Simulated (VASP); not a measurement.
A run of VASP 6.6.1 is set up as follows.

POSCAR

```
HfN
1.0
    0.0000000000      2.2725249722      2.2725249722
    2.2725249722      0.0000000000      2.2725249722
    2.2725249722      2.2725249722      0.0000000000
Hf N
1 1
Direct
    0.0000000000      0.0000000000      0.0000000000
    0.5000000000      0.5000000000      0.5000000000
```

INCAR.step1

```
PREC = Accurate
ENCUT = 520
EDIFF = 1E-5
ISMEAR = -1
SIGMA = 0.1
LREAL = False
LASPH = True
NELM = 60
ALGO = Normal
ISIF = 2
LWAVE = True
NBANDS = 14
GGA = PE
```

Contents of INCAR.step2:

```
PREC = Accurate
ENCUT = 520
EDIFF = 1E-6
ISMEAR = -1
SIGMA = 0.1
LREAL = False
LASPH = True
NELM = 60
ALGO = Normal
ISIF = 2
LWAVE = False
LCHARG = True
GGA = PE
LHFCALC = True
HFSCREEN = 0.2079
PRECFOCK = Normal
LELF = True
LVHAR = True
NBANDS = 14
ISTART = 1
```

KPOINTS

```
regular mesh
0
Gamma
  4 4 4
```

Potentials or basis: VASP PAW PBE potentials, release 64 (Hf_pv, N).

The run is started by

```console
$ cat potpaw_PBE.64/Hf_pv/POTCAR potpaw_PBE.64/N/POTCAR > POTCAR
$ cp INCAR.step1 INCAR
$ mpirun -np 1 vasp_std > vasp.out
$ cp INCAR.step2 INCAR
$ mpirun -np 1 vasp_std > vasp.out
```

(1) Estimate the pressure.

Answers

(1) -8.7 GPa.

Caveat: the k points lie up to 0.60 Å⁻¹ apart; the PAW data sets were made with another functional, which shifts forces and pressure a little.
